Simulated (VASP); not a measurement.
Wanted: the native input for a VASP 6.6.1 run.

```
Task                   : electric field gradients
Functional             : LDA
Potentials or basis    : VASP PAW LDA potentials, release 64 (B, As_d)
Cutoff                 : 420 eV
k mesh                 : 13 × 13 × 13
Occupations            : fermi-dirac, width 0.05 eV
Spin                   : no spin polarisation
Dipole correction      : no
Further INCAR settings : ALGO = Normal; EDIFF = 1e-08; NBANDS = 16
```

The structure of BAs lies in POSCAR:

```
BAs
1.0
    0.0000000000      2.3397414207      2.3397414207
    2.3397414207      0.0000000000      2.3397414207
    2.3397414207      2.3397414207      0.0000000000
B As
1 1
Direct
    0.0000000000      0.0000000000      0.0000000000
    0.7500000000      0.7500000000      0.7500000000
```

One way to write it, as run:

INCAR

```
SYSTEM = BAs
PREC = Accurate ; ENCUT = 420
EDIFF = 1E-8 ; ISMEAR = -1
SIGMA = 0.05 ; LREAL = .False.
LASPH = .True. ; NELM = 120
ALGO = Normal ; ISIF = 2
LWAVE = .False. ; LCHARG = .False.
GGA = CA ; LEFG = .True.
NBANDS = 16 ; GGA_COMPAT = .False.
```

KPOINTS

```
regular mesh
0
Gamma
  13 13 13
  0 0 0
```

Potentials or basis: VASP PAW LDA potentials, release 64 (B, As_d).

Command:

```bash
$ cat potpaw_LDA.64/B/POTCAR potpaw_LDA.64/As_d/POTCAR > POTCAR
$ mpirun -np 1 vasp_std > vasp.out
```

Results of the run:

```json
{
 "Pressure": "5.6 GPa",
 "Band gap on the k mesh": "1.08 eV (least direct gap 3.33 eV)",
 "Largest electric field gradient by atom": "under 0.05 V/Å² on every atom"
}
```

Caveat: the cell stands under pressure; an odd mesh through Γ misses points on the zone boundary, where band edges can lie.

It took 13 s on 1 thread of Intel(R) Xeon(R) Platinum 8488C (Sapphire Rapids), on a shared host, peak memory 0.14 GiB.
